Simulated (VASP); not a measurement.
# FeNi (P4/mmm) in VASP: single point with PBEsol

Aim: the single point of FeNi with PBEsol.

All numbers are computed with VASP 6.6.1; they aren't measurements. Logs are shortened: lines on timing, memory, paths and dates and some standing lists are left out, and cuts for length are marked.

### Step 1. The cell of the first run

The structure is tetragonal, space group P4/mmm (No. 123). The conventional cell has a = 2.492 Å, b = 2.492 Å, c = 3.700 Å, α = 90.00°, β = 90.00°, γ = 90.00°. Fe (site symmetry 4/mmm) has 4 Fe at 2.49 Å and 8 Ni at 2.56 Å within 3.3 Å. Within 3.3 Å of Ni (site symmetry 4/mmm) lie 4 Ni at 2.49 Å and 8 Fe at 2.56 Å.

### Step 2. Single point, PBEsol, collinear spin, ferromagnetic start

The input, INCAR:

```
PREC = Accurate
ENCUT = 520
EDIFF = 1E-6
ISMEAR = 0
SIGMA = 0.15
LREAL = F
LASPH = T
NELM = 150
ALGO = Normal
ISIF = 2
LWAVE = F
LCHARG = F
ISPIN = 2
MAGMOM = 2.97 0.78
LORBIT = 11
LMAXMIX = 4
GGA = PS
NBANDS = 20
```

The input, KPOINTS:

```
Automatic mesh
0
Gamma
  20 20 14
```

The input, POSCAR:

```
FeNi
1.0
    2.4921380159      0.0000000000      0.0000000000
    0.0000000000      2.4921380159      0.0000000000
    0.0000000000      0.0000000000      3.7004264870
Fe Ni
1 1
Direct
    0.0000000000      0.0000000000      0.0000000000
    0.5000000000      0.5000000000      0.5000000000
```

Potentials or basis: VASP PAW PBE potentials, release 64 (Fe, Ni).

Run with:

```sh
$ cat potpaw_PBE.64/Fe/POTCAR potpaw_PBE.64/Ni/POTCAR > POTCAR
$ mpirun -np 1 vasp_std > vasp.out
```

OUTCAR:

```text
PREC = Accurate
   ENCUT = 520
   EDIFF = 1E-6
   ISMEAR = 0
   LREAL = F
   LASPH = T
   NELM = 150
   ISIF = 2
   ISPIN = 2
   LORBIT = 11
   GGA = PS

 ion  position               nearest neighbor table
   1  0.000  0.000  0.000-   2 2.56   2 2.56   2 2.56   2 2.56   2 2.56   2 2.56   2 2.56   2 2.56

   2  0.500  0.500  0.500-   1 2.56   1 2.56   1 2.56   1 2.56   1 2.56   1 2.56   1 2.56   1 2.56

  LATTYP: Found a simple tetragonal cell.
 ALAT       =     2.4921380159
 C/A-ratio  =     1.4848401105

  Lattice vectors:

 A1 = (   2.4921380159,   0.0000000000,   0.0000000000)
 A2 = (   0.0000000000,   2.4921380159,   0.0000000000)
 A3 = (   0.0000000000,   0.0000000000,   3.7004264870)

Analysis of symmetry for initial positions (statically):
=====================================================================
 Subroutine PRICEL returns:
 Original cell was already a primitive cell.

 Routine SETGRP: Setting up the symmetry group for a
 simple tetragonal supercell.

 Subroutine GETGRP returns: Found 16 space group operations
 (whereof 16 operations were pure point group operations)
 out of a pool of 16 trial point group operations.

The static configuration has the point symmetry D_4h.

Analysis of symmetry for dynamics (positions and initial velocities):
=====================================================================
 Subroutine PRICEL returns:
 Original cell was already a primitive cell.

 Routine SETGRP: Setting up the symmetry group for a
 simple tetragonal supercell.

 Subroutine GETGRP returns: Found 16 space group operations
 (whereof 16 operations were pure point group operations)
 out of a pool of 16 trial point group operations.

The dynamic configuration has the point symmetry D_4h.

Analysis of structural, dynamic, and magnetic symmetry:
=====================================================================
 Subroutine PRICEL returns:
 Original cell was already a primitive cell.

 Routine SETGRP: Setting up the symmetry group for a
 simple tetragonal supercell.

 Subroutine GETGRP returns: Found 16 space group operations
 (whereof 16 operations were pure point group operations)
 out of a pool of 16 trial point group operations.

The overall configuration has the point symmetry D_4h.

 Subroutine INISYM returns: Found 16 space group operations
 (whereof 16 operations are pure point group operations),
 and found     1 'primitive' translations

----------------------------------------------------------------------------------------

                                     Primitive cell

  volume of cell :      22.9824

  direct lattice vectors                    reciprocal lattice vectors
     2.492138016  0.000000000  0.000000000     0.401261886  0.000000000  0.000000000
     0.000000000  2.492138016  0.000000000     0.000000000  0.401261886  0.000000000
     0.000000000  0.000000000  3.700426487     0.000000000  0.000000000  0.270239121

  length of vectors
     2.492138016  2.492138016  3.700426487     0.401261886  0.401261886  0.270239121

  position of ions in fractional coordinates (direct lattice)
     0.000000000  0.000000000  0.000000000
     0.500000000  0.500000000  0.500000000

  ion indices of the primitive-cell ions
   primitive index   ion index
                 1           1
                 2           2

----------------------------------------------------------------------------------------

 KPOINTS: Automatic mesh

Automatic generation of k-mesh.
 Grid dimensions read from file:
 generate k-points for:   20   20   14

 Generating k-lattice:

  Cartesian coordinates                     Fractional coordinates (reciprocal lattice)
     0.020063094  0.000000000  0.000000000     0.050000000  0.000000000  0.000000000
     0.000000000  0.020063094  0.000000000     0.000000000  0.050000000  0.000000000
     0.000000000  0.000000000  0.019302794     0.000000000  0.000000000  0.071428571

  Length of vectors
     0.020063094  0.020063094  0.019302794

  Shift w.r.t. Gamma in fractional coordinates (k-lattice)
     0.000000000  0.000000000  0.000000000

 Subroutine IBZKPT returns following result:
 ===========================================

 Found    528 irreducible k-points:

 Following reciprocal coordinates:
            Coordinates               Weight
  0.000000  0.000000  0.000000      1.000000
  0.050000  0.000000  0.000000      4.000000
  0.100000  0.000000  0.000000      4.000000
  0.150000  0.000000  0.000000      4.000000
  0.200000  0.000000  0.000000      4.000000
  0.250000  0.000000  0.000000      4.000000
[... 16 lines left out ...]
  0.150000  0.100000  0.000000      8.000000
  0.200000  0.100000  0.000000      8.000000
 [... further k-points ...]
   k-points           NKPTS =    528   k-points in BZ     NKDIM =    528   number of bands    NBANDS=     20
   number of dos      NEDOS =    301   number of ions     NIONS =      2
   total plane-waves  NPLWV =  11200
   dimension x,y,z NGX =    20 NGY =   20 NGZ =   28
   dimension x,y,z NGXF=    40 NGYF=   40 NGZF=   56
   ions per type =               1   1
   NGX,Y,Z   is equivalent  to a cutoff of  13.34, 13.34, 12.58 a.u.
   NGXF,Y,Z  is equivalent  to a cutoff of  26.68, 26.68, 25.16 a.u.
 SYSTEM =  unknown system
   PREC   = accura    normal or accurate (medium, high low for compatibility)
   ISTART =      0    job   : 0-new  1-cont  2-samecut
   ICHARG =      2    charge: 1-file 2-atom 10-const
   ISPIN  =      2    spin polarized calculation?
   LNONCOLLINEAR =      F non collinear calculations
   LSORBIT =      F    spin-orbit coupling
   LASPH  =      T    aspherical Exc in radial PAW
   ENCUT  =  520.0 eV  38.22 Ry    6.18 a.u.   4.63  4.63  6.88*2*pi/ulx,y,z
   NELM   =    150;   NELMIN=  2; NELMDL= -5     # of ELM steps
   EDIFF  = 0.1E-05   stopping-criterion for ELM
   LREAL  =      F    real-space projection
   EDIFFG = 0.1E-04   stopping-criterion for IOM
   NSW    =      0    number of steps for IOM
   IBRION =     -1    ionic relax: 0-MD 1-quasi-New 2-CG
   NFREE  =      0    steps in history (QN), initial steepest desc. (CG)
   ISIF   =      2    stress and relaxation
   ISYM   =      2    0-nonsym 1-usesym 2-fastsym
   POTIM  = 0.5000    time-step for ionic-motion
   TEBEG  =    0.0;   TEEND  =   0.0 temperature during run
   PSTRESS=    0.0 pullay stress
   NELECT =      18.0000    total number of electrons
   NUPDOWN=      -1.0000    fix difference up-down
   EMIN   =  10.00;   EMAX   =-10.00  energy-range for DOS
   EFERMI =   0.00;   METHOD = LEGACY
   ISMEAR =     0;   SIGMA  =   0.15  broadening in eV -4-tet -1-fermi 0-gaus
   EFERMI_NEDOS =   21; number of points for ismear=-14 and -15
   IALGO  =     38    algorithm
   IMIX   =      4    mixing-type and parameters
     AMIX     =   0.40;   BMIX     =  1.00
     AMIX_MAG =   1.60;   BMIX_MAG =  1.00
  volume/ion in A,a.u.               =      11.49        77.55
  Fermi-wavevector in a.u.,A,eV,Ry     =   1.509039  2.851669 30.983152  2.277197
  Thomas-Fermi vector in A             =   2.619414
   LORBIT       =     11    0 simple, 1 ext, 2 COOP (PROOUT), +10 PAW based schemes
   GGA     = PS    functional components
   LHFCALC =     F    Hartree Fock is set to
   AEXX    =    0.0000 exact exchange contribution
   IVDW    =     0    specifies the selected vdW correction
   LEPSILON=     F    determine dielectric tensor
   LRPA    =     F    only Hartree local field effects (RPA)
 spin polarized calculation
 Gauss-broadening in eV      SIGMA  =   0.15
  energy-cutoff  :      520.00
  volume of cell :       22.98
 maximum number of plane-waves:       649
 NGX is ok and might be reduce to    20
   NGX =  9   NGY =  9   NGZ = 13

 number of electron      17.9999995 magnetization       3.2400082

 Free energy of the ion-electron system (eV)
  ---------------------------------------------------
  ext. energy  EPLUGINS =         0.00000000
  ---------------------------------------------------
  free energy    TOTEN  =       -15.09963979 eV

  energy without entropy =      -15.08466722  energy(sigma->0) =      -15.09215351

 E-fermi :   7.1332     XC(G=0): -13.1569

 val. band max:        7.1325775380   @ k =   0.3000   0.2000   0.3571
 cond. band min:       7.1342849114   @ k =   0.5000   0.5000   0.0000
 fundamental gap:      0.0017073735
 Fermi energy:         7.1331822161

 spin component 1

 k-point     1 :       0.0000    0.0000    0.0000
  band No.  band energies     occupation
      1      -1.5871      1.00000
      2       2.1737      1.00000
      3       2.8746      1.00000
      4       4.5071      1.00000
      5       4.7608      1.00000
      6       4.7608      1.00000
[... 12 lines left out ...]
     19      33.2614      0.00000
     20      33.9078      0.00000
[... 507 lines left out ...]
 k-point    24 :       0.2000    0.1000    0.0000
  band No.  band energies     occupation
      1      -0.3232      1.00000
      2       2.7920      1.00000
      3       3.3541      1.00000
      4       4.3005      1.00000
      5       4.8424      1.00000
      6       4.8736      1.00000
[... 12 lines left out ...]
     19      31.1124      0.00000
     20      31.8315      0.00000

 [... further k-points ...]

 spin component 2

 k-point     1 :       0.0000    0.0000    0.0000
  band No.  band energies     occupation
      1      -1.4513      1.00000
      2       3.2810      1.00000
      3       4.0462      1.00000
      4       5.9811      1.00000
      5       5.9811      1.00000
      6       6.1022      1.00000
[... 12 lines left out ...]
     19      33.4642      0.00000
     20      34.1893      0.00000
[... 507 lines left out ...]
 k-point    24 :       0.2000    0.1000    0.0000
  band No.  band energies     occupation
      1      -0.1762      1.00000
      2       3.9435      1.00000
      3       4.4691      1.00000
      4       5.4416      1.00000
      5       5.8473      1.00000
      6       6.4305      1.00000
[... 12 lines left out ...]
     19      31.4330      0.00000
     20      32.0361      0.00000

 [... further k-points ...]

------------------------ aborting loop because EDIFF is reached ----------------------------------------

  FORCE on cell =-STRESS in cart. coord.  units (eV):
  Direction    XX          YY          ZZ          XY          YZ          ZX
  --------------------------------------------------------------------------------------
  -------------------------------------------------------------------------------------
  Total       -1.3850703     -1.3850703     -2.2766060      0.0000000      0.0000000     -0.0000000
  in kB      -96.5575974    -96.5575974   -158.7093434      0.0000000      0.0000000     -0.0000000
  external PRESSURE =    -117.2748461 kB  Pullay stress =       0.0000000 kB

 VOLUME and BASIS-vectors are now :
 -----------------------------------------------------------------------------
  energy-cutoff  :      520.00
  volume of cell :       22.98
      direct lattice vectors                 reciprocal lattice vectors
     2.492138016  0.000000000  0.000000000     0.401261886  0.000000000  0.000000000
     0.000000000  2.492138016  0.000000000     0.000000000  0.401261886  0.000000000
     0.000000000  0.000000000  3.700426487     0.000000000  0.000000000  0.270239121

 POSITION                                       TOTAL-FORCE (eV/Angst)
 -----------------------------------------------------------------------------------
      0.00000      0.00000      0.00000         0.000000      0.000000      0.000000
      1.24607      1.24607      1.85021         0.000000      0.000000      0.000000
 -----------------------------------------------------------------------------------
    total drift:                               -0.000000      0.000000      0.000000

  FREE ENERGIE OF THE ION-ELECTRON SYSTEM (eV)
  ---------------------------------------------------
  free  energy   TOTEN  =       -15.0996397943 eV

  energy  without entropy=      -15.0846672158  energy(sigma->0) =      -15.09215351

 total charge

# of ion       s       p       d       tot
------------------------------------------
    1        0.470   0.491   6.175   7.136
    2        0.507   0.514   8.304   9.325
--------------------------------------------------
tot          0.977   1.005  14.479  16.460

 magnetization (x)

# of ion       s       p       d       tot
------------------------------------------
    1       -0.001  -0.020   2.661   2.641
    2       -0.028  -0.062   0.694   0.604
--------------------------------------------------
tot         -0.029  -0.082   3.355   3.245
```

Run time: 12 min. Hardware: 1 thread of Intel Xeon 8259CL, shared host; peak memory 0.47 GiB.

Results:

```
Free energy                                           : -15.0996 eV
Pressure                                              : -11.7 GPa
Net moment                                            : 3.24 μB per cell
Site moments                                          : Fe +2.64; Ni +0.60 μB
Valence electrons inside the program's atomic spheres : Fe 7.14; Ni 9.32
```

Caveat: the stress differs along the axes, from -16 to -10 GPa; the PAW data sets were made with another functional, which shifts forces and pressure a little.
